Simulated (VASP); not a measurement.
# Sc2AlP3 (P-4m2) in VASP: a series of runs

Runs on Sc2AlP3. Level: PBE. Tasks: single point, relaxation of cell and atoms.

Program: VASP 6.6.1. These are calculated values, not measurements. Logs are shortened: lines on timing, memory, paths and dates and some standing lists are left out, and cuts for length are marked.

**1. The cell of the first run**

Symmetry: P-4m2, No. 115, tetragonal system. Conventional cell: a = 3.832 Å, b = 3.832 Å, c = 8.884 Å, α = 90.00°, β = 90.00°, γ = 90.00°. Within 3.4 Å of Sc (site symmetry 2mm) lie 4 P at 2.55 to 2.56 Å and 2 Al at 3.36 Å. Al (site symmetry -4m2) has 8 P at 2.91 Å and 4 Sc at 3.36 Å and 4 Al at 3.83 Å within 3.9 Å. Within 3.0 Å of P (site symmetry 2mm) lie 1 P at 2.12 Å and 2 Sc at 2.56 Å and 4 Al at 2.91 Å. Within 3.4 Å of P (site symmetry -4m2) lie 4 Sc at 2.55 Å and 2 P at 3.38 Å.

The cell was generated, and may not be a known phase.

**2. Single point, PBE**

The input, INCAR:

```
PREC = Accurate
ENCUT = 520
EDIFF = 1E-6
ISMEAR = 0
SIGMA = 0.1
LREAL = F
LASPH = T
NELM = 80
ALGO = Normal
ISIF = 2
LWAVE = F
LCHARG = F
GGA = PE
NBANDS = 29
```

The input, KPOINTS:

```
Automatic mesh
0
Gamma
  10 10 4
```

The input, POSCAR:

```
Sc2AlP3
1.0
    3.8324100664      0.0000000000      0.0000000000
    0.0000000000      3.8324100664      0.0000000000
    0.0000000000      0.0000000000      8.8836020770
Sc Al P
2 1 3
Direct
    0.0000000000      0.5000000000      0.6897699616
    0.5000000000      0.0000000000      0.3102300384
    0.0000000000      0.0000000000      0.0000000000
    0.5000000000      0.5000000000      0.8806618990
    0.5000000000      0.5000000000      0.1193381010
    0.5000000000      0.5000000000      0.5000000000
```

Potentials or basis: VASP PAW PBE potentials, release 64 (Sc_sv, Al, P).

The run is started by

```sh
cat potpaw_PBE.64/Sc_sv/POTCAR potpaw_PBE.64/Al/POTCAR potpaw_PBE.64/P/POTCAR > POTCAR
mpirun -np 1 vasp_std > vasp.out
```

OUTCAR:

```text
PREC = Accurate
   ENCUT = 520
   EDIFF = 1E-6
   ISMEAR = 0
   LREAL = F
   LASPH = T
   NELM = 80
   ISIF = 2
   GGA = PE

 ion  position               nearest neighbor table
   1  0.000  0.500  0.690-   6 2.55   6 2.55   4 2.56   4 2.56   3 3.36   3 3.36
   2  0.500  0.000  0.310-   6 2.55   6 2.55   5 2.56   5 2.56   3 3.36   3 3.36
   3  0.000  0.000  0.000-   4 2.91   5 2.91   4 2.91   5 2.91   4 2.91   5 2.91   4 2.91   5 2.91
                             1 3.36   1 3.36   2 3.36   2 3.36
   4  0.500  0.500  0.881-   5 2.12   1 2.56   1 2.56   3 2.91   3 2.91   3 2.91   3 2.91
   5  0.500  0.500  0.119-   4 2.12   2 2.56   2 2.56   3 2.91   3 2.91   3 2.91   3 2.91
   6  0.500  0.500  0.500-   1 2.55   2 2.55   2 2.55   1 2.55

  LATTYP: Found a simple tetragonal cell.
 ALAT       =     3.8324100664
 C/A-ratio  =     2.3180197116

  Lattice vectors:

 A1 = (   3.8324100664,   0.0000000000,   0.0000000000)
 A2 = (   0.0000000000,   3.8324100664,   0.0000000000)
 A3 = (   0.0000000000,   0.0000000000,   8.8836020770)

Analysis of symmetry for initial positions (statically):
=====================================================================
 Subroutine PRICEL returns:
 Original cell was already a primitive cell.

 Routine SETGRP: Setting up the symmetry group for a
 simple tetragonal supercell.

 Subroutine GETGRP returns: Found  8 space group operations
 (whereof  8 operations were pure point group operations)
 out of a pool of 16 trial point group operations.

The static configuration has the point symmetry D_2d.

Analysis of symmetry for dynamics (positions and initial velocities):
=====================================================================
 Subroutine PRICEL returns:
 Original cell was already a primitive cell.

 Routine SETGRP: Setting up the symmetry group for a
 simple tetragonal supercell.

 Subroutine GETGRP returns: Found  8 space group operations
 (whereof  8 operations were pure point group operations)
 out of a pool of 16 trial point group operations.

The dynamic configuration has the point symmetry D_2d.

 Subroutine INISYM returns: Found  8 space group operations
 (whereof  8 operations are pure point group operations),
 and found     1 'primitive' translations

----------------------------------------------------------------------------------------

                                     Primitive cell

  volume of cell :     130.4767

  direct lattice vectors                    reciprocal lattice vectors
     3.832410066  0.000000000  0.000000000     0.260932411  0.000000000  0.000000000
     0.000000000  3.832410066  0.000000000     0.000000000  0.260932411  0.000000000
     0.000000000  0.000000000  8.883602077     0.000000000  0.000000000  0.112566951

  length of vectors
     3.832410066  3.832410066  8.883602077     0.260932411  0.260932411  0.112566951

  position of ions in fractional coordinates (direct lattice)
     0.000000000  0.500000000  0.689769962
     0.500000000  0.000000000  0.310230038
     0.000000000  0.000000000  0.000000000
     0.500000000  0.500000000  0.880661899
     0.500000000  0.500000000  0.119338101
     0.500000000  0.500000000  0.500000000

  ion indices of the primitive-cell ions
   primitive index   ion index
                 1           1
                 2           2
                 3           3
                 4           4
                 5           5
                 6           6

----------------------------------------------------------------------------------------

 KPOINTS: Automatic mesh

Automatic generation of k-mesh.
 Grid dimensions read from file:
 generate k-points for:   10   10    4

 Generating k-lattice:

  Cartesian coordinates                     Fractional coordinates (reciprocal lattice)
     0.026093241  0.000000000  0.000000000     0.100000000  0.000000000  0.000000000
     0.000000000  0.026093241  0.000000000     0.000000000  0.100000000  0.000000000
     0.000000000  0.000000000  0.028141738     0.000000000  0.000000000  0.250000000

  Length of vectors
     0.026093241  0.026093241  0.028141738

  Shift w.r.t. Gamma in fractional coordinates (k-lattice)
     0.000000000  0.000000000  0.000000000

 Subroutine IBZKPT returns following result:
 ===========================================

 Found     63 irreducible k-points:

 Following reciprocal coordinates:
            Coordinates               Weight
  0.000000  0.000000  0.000000      1.000000
  0.100000  0.000000  0.000000      4.000000
  0.200000  0.000000  0.000000      4.000000
  0.300000  0.000000  0.000000      4.000000
  0.400000  0.000000  0.000000      4.000000
  0.500000  0.000000  0.000000      2.000000
[... 16 lines left out ...]
  0.100000  0.000000  0.250000      8.000000
  0.200000  0.000000  0.250000      8.000000
 [... further k-points ...]
   k-points           NKPTS =     63   k-points in BZ     NKDIM =     63   number of bands    NBANDS=     29
   number of dos      NEDOS =    301   number of ions     NIONS =      6
   total plane-waves  NPLWV =  63000
   dimension x,y,z NGX =    30 NGY =   30 NGZ =   70
   dimension x,y,z NGXF=    60 NGYF=   60 NGZF=  140
   ions per type =               2   1   3
   NGX,Y,Z   is equivalent  to a cutoff of  13.01, 13.01, 13.10 a.u.
   NGXF,Y,Z  is equivalent  to a cutoff of  26.03, 26.03, 26.20 a.u.
 SYSTEM =  unknown system
   PREC   = accura    normal or accurate (medium, high low for compatibility)
   ISTART =      0    job   : 0-new  1-cont  2-samecut
   ICHARG =      2    charge: 1-file 2-atom 10-const
   ISPIN  =      1    spin polarized calculation?
   LNONCOLLINEAR =      F non collinear calculations
   LSORBIT =      F    spin-orbit coupling
   LASPH  =      T    aspherical Exc in radial PAW
   ENCUT  =  520.0 eV  38.22 Ry    6.18 a.u.   7.13  7.13 16.52*2*pi/ulx,y,z
   NELM   =     80;   NELMIN=  2; NELMDL= -5     # of ELM steps
   EDIFF  = 0.1E-05   stopping-criterion for ELM
   LREAL  =      F    real-space projection
   EDIFFG = 0.1E-04   stopping-criterion for IOM
   NSW    =      0    number of steps for IOM
   IBRION =     -1    ionic relax: 0-MD 1-quasi-New 2-CG
   NFREE  =      0    steps in history (QN), initial steepest desc. (CG)
   ISIF   =      2    stress and relaxation
   ISYM   =      2    0-nonsym 1-usesym 2-fastsym
   POTIM  = 0.5000    time-step for ionic-motion
   TEBEG  =    0.0;   TEEND  =   0.0 temperature during run
   PSTRESS=    0.0 pullay stress
   NELECT =      40.0000    total number of electrons
   NUPDOWN=      -1.0000    fix difference up-down
   EMIN   =  10.00;   EMAX   =-10.00  energy-range for DOS
   EFERMI =   0.00;   METHOD = LEGACY
   ISMEAR =     0;   SIGMA  =   0.10  broadening in eV -4-tet -1-fermi 0-gaus
   EFERMI_NEDOS =   21; number of points for ismear=-14 and -15
   IALGO  =     38    algorithm
   IMIX   =      4    mixing-type and parameters
     AMIX     =   0.40;   BMIX     =  1.00
     AMIX_MAG =   1.60;   BMIX_MAG =  1.00
  volume/ion in A,a.u.               =      21.75       146.75
  Fermi-wavevector in a.u.,A,eV,Ry     =   1.103868  2.086008 16.579033  1.218525
  Thomas-Fermi vector in A             =   2.240332
   LORBIT       =      0    0 simple, 1 ext, 2 COOP (PROOUT), +10 PAW based schemes
   GGA     = PE    functional components
   LHFCALC =     F    Hartree Fock is set to
   AEXX    =    0.0000 exact exchange contribution
   IVDW    =     0    specifies the selected vdW correction
   LEPSILON=     F    determine dielectric tensor
   LRPA    =     F    only Hartree local field effects (RPA)
 non-spin polarized calculation
 Gauss-broadening in eV      SIGMA  =   0.10
  energy-cutoff  :      520.00
  volume of cell :      130.48
 maximum number of plane-waves:      3548
 NGX is ok and might be reduce to    30
   NGX = 15   NGY = 15   NGZ = 33

 number of electron      39.9999996 magnetization

 Free energy of the ion-electron system (eV)
  ---------------------------------------------------
  ext. energy  EPLUGINS =         0.00000000
  ---------------------------------------------------
  free energy    TOTEN  =       -34.64142889 eV

  energy without entropy =      -34.62438301  energy(sigma->0) =      -34.63290595

 E-fermi :   4.9329     XC(G=0):  -9.5215

 val. band max:        4.9318243316   @ k =   0.4000   0.4000   0.2500
 cond. band min:       4.9626219852   @ k =   0.2000   0.2000   0.0000
 fundamental gap:      0.0307976536
 Fermi energy:         4.9328678331

 k-point     1 :       0.0000    0.0000    0.0000
  band No.  band energies     occupation
      1     -44.8647      2.00000
      2     -44.8637      2.00000
      3     -23.6310      2.00000
      4     -23.6310      2.00000
      5     -23.4575      2.00000
      6     -23.4512      2.00000
[... 21 lines left out ...]
     28       7.7378      0.00000
     29       8.0684      0.00000

 k-point     2 :       0.1000    0.0000    0.0000
  band No.  band energies     occupation
      1     -44.8645      2.00000
      2     -44.8635      2.00000
      3     -23.6346      2.00000
      4     -23.6306      2.00000
      5     -23.4586      2.00000
      6     -23.4552      2.00000
[... 21 lines left out ...]
     28       7.6866      0.00000
     29       7.8864      0.00000

 k-point     3 :       0.2000    0.0000    0.0000
  band No.  band energies     occupation
      1     -44.8637      2.00000
      2     -44.8629      2.00000
      3     -23.6441      2.00000
      4     -23.6297      2.00000
      5     -23.4741      2.00000
      6     -23.4525      2.00000
[... 21 lines left out ...]
     28       7.4950      0.00000
     29       7.5416      0.00000

 k-point     4 :       0.3000    0.0000    0.0000
  band No.  band energies     occupation
      1     -44.8629      2.00000
      2     -44.8621      2.00000
      3     -23.6558      2.00000
      4     -23.6285      2.00000
      5     -23.4938      2.00000
      6     -23.4491      2.00000
[... 597 lines left out ...]
     28       7.3097      0.00000
     29       7.7971      0.00000

 k-point    23 :       0.1000    0.0000    0.2500
  band No.  band energies     occupation
      1     -44.8645      2.00000
      2     -44.8635      2.00000
      3     -23.6346      2.00000
      4     -23.6306      2.00000
      5     -23.4585      2.00000
      6     -23.4550      2.00000
[... 21 lines left out ...]
     28       7.3684      0.00000
     29       8.0530      0.00000

 k-point    24 :       0.2000    0.0000    0.2500
  band No.  band energies     occupation
      1     -44.8637      2.00000
      2     -44.8629      2.00000
      3     -23.6441      2.00000
      4     -23.6297      2.00000
      5     -23.4741      2.00000
      6     -23.4523      2.00000
[... 21 lines left out ...]
     28       7.3912      0.00000
     29       8.0966      0.00000

 [... further k-points ...]
[... 5 lines left out ...]
  --------------------------------------------------------------------------------------
  -------------------------------------------------------------------------------------
  Total        0.0381242      0.0381242      0.0075085      0.0000000      0.0000000      0.0000000
  in kB        0.4681432      0.4681432      0.0922000      0.0000000      0.0000000      0.0000000
  external PRESSURE =       0.3428288 kB  Pullay stress =       0.0000000 kB

 VOLUME and BASIS-vectors are now :
 -----------------------------------------------------------------------------
  energy-cutoff  :      520.00
  volume of cell :      130.48
      direct lattice vectors                 reciprocal lattice vectors
     3.832410066  0.000000000  0.000000000     0.260932411  0.000000000  0.000000000
     0.000000000  3.832410066  0.000000000     0.000000000  0.260932411  0.000000000
     0.000000000  0.000000000  8.883602077     0.000000000  0.000000000  0.112566951

 POSITION                                       TOTAL-FORCE (eV/Angst)
 -----------------------------------------------------------------------------------
      0.00000      1.91621      6.12764         0.000000     -0.000000     -0.004471
      1.91621      0.00000      2.75596         0.000000     -0.000000      0.004471
      0.00000      0.00000      0.00000         0.000000     -0.000000      0.000000
      1.91621      1.91621      7.82345         0.000000      0.000000      0.075174
      1.91621      1.91621      1.06015         0.000000      0.000000     -0.075174
      1.91621      1.91621      4.44180         0.000000      0.000000      0.000000
 -----------------------------------------------------------------------------------
    total drift:                                0.000000      0.000000      0.000000

  FREE ENERGIE OF THE ION-ELECTRON SYSTEM (eV)
  ---------------------------------------------------
  free  energy   TOTEN  =       -34.6414288925 eV

  energy  without entropy=      -34.6243830058  energy(sigma->0) =      -34.63290595
```

It took 2.4 min on 1 thread of AMD EPYC 9R45 (Zen 5), shared host; peak memory 0.34 GiB.

Results:

```yaml
Free_energy: -34.6414 eV
Pressure: 0.0 GPa
Largest_force: 0.075 eV/Å
Band_gap_on_the_k_mesh: zero (bands 20 and 21 overlap by 1.12 eV)
```

Forces on the atoms (eV/Å):
```
Sc   0.000  0.000 -0.004
Sc   0.000  0.000  0.004
Al   0.000  0.000  0.000
P    0.000  0.000  0.075
P    0.000  0.000 -0.075
P    0.000  0.000  0.000
```

Levels at points of the mesh, in eV from the Fermi level:
| k point | band 17 | band 18 | band 19 | band 20 | band 21 | band 22 | band 23 | band 24 |
| --- | --- | --- | --- | --- | --- | --- | --- | --- |
| (0.00, 0.00, 0.00) | -1.43 | -1.43 | -0.54 | -0.33 | -0.33 | -0.08 | 0.96 | 1.15 |
| (0.50, 0.00, 0.00) | -2.31 | -1.40 | 0.11 | 0.49 | 0.69 | 1.28 | 1.34 | 1.55 |
| (0.50, 0.50, 0.00) | -2.70 | -2.28 | -2.28 | -2.01 | -0.57 | 0.30 | 1.78 | 1.78 |
| (0.00, 0.00, 0.50) | -1.49 | -1.19 | -1.10 | -0.21 | -0.14 | -0.14 | 0.24 | 2.02 |
| (0.50, 0.00, 0.50) | -1.71 | -0.89 | -0.30 | 0.08 | 0.36 | 1.04 | 1.44 | 1.69 |
| (0.50, 0.50, 0.50) | -3.26 | -1.87 | -1.40 | -1.40 | -0.63 | 0.49 | 1.00 | 1.00 |

(Continued in part 2 of 2.)

The gap in the log of VASP goes by the Fermi energy; the results here count the filled bands.